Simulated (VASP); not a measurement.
**BaZrO3: single point with r2SCAN**

The system is BaZrO3.

```
Ba Zr O
1.0
     4.02975    0.00000    0.00000
     0.00000    4.02975    0.00000
     0.00000    0.00000    4.02975
Ba Zr O
1 1 3
Direct
  0.00000 0.00000 0.00000
  0.50000 0.50000 0.50000
  0.00000 0.50000 0.50000
  0.50000 0.00000 0.50000
  0.50000 0.50000 0.00000
```

This cell differs from its parent crystal: volume scaled by 0.88.

```json
{"Program": "VASP 6.6.1", "Task": "single point", "Functional": "r2SCAN", "Potentials or basis": "VASP PAW PBE potentials, release 64 (Ba_sv, Zr_sv, O)", "Cutoff": "520 eV", "k mesh": "6 × 6 × 6", "Occupations": "gaussian, width 0.02 eV", "Spin": "no spin polarisation", "Dipole correction": "no", "Further INCAR settings": "ALGO = Normal; EDIFF = 1e-06; NBANDS = 28"}
```

```json
{
  "Pressure": "29.3 GPa",
  "Band gap on the k mesh": "3.97 eV, indirect (least direct gap 4.03 eV)"
}
```

Levels at points of the mesh, in eV from the valence-band top:
| k point | band 17 | band 18 | band 19 | band 20 | band 21 | band 22 | band 23 | band 24 |
| --- | --- | --- | --- | --- | --- | --- | --- | --- |
| (0.00, 0.00, 0.00) | -1.20 | -0.06 | -0.06 | -0.06 | 3.97 | 3.97 | 3.97 | 5.32 |
| (0.50, 0.00, 0.00) | -1.89 | -1.89 | -0.23 | -0.23 | 4.54 | 7.07 | 7.07 | 7.45 |
| (0.50, 0.50, 0.00) | -0.91 | -0.91 | -0.45 | -0.09 | 7.02 | 7.02 | 7.67 | 7.89 |
| (0.50, 0.50, 0.50) | -2.57 | 0.00 | 0.00 | 0.00 | 7.12 | 7.12 | 7.12 | 8.67 |

Run time: 120 s on 1 thread of Intel Xeon 6975P-C (shared host), peak memory 0.19 GiB.

Caveat: the PAW data sets were made with another functional, which shifts forces and pressure a little; spin-orbit coupling is left out, which moves the levels of the heavy elements. A k mesh can miss the band edges.
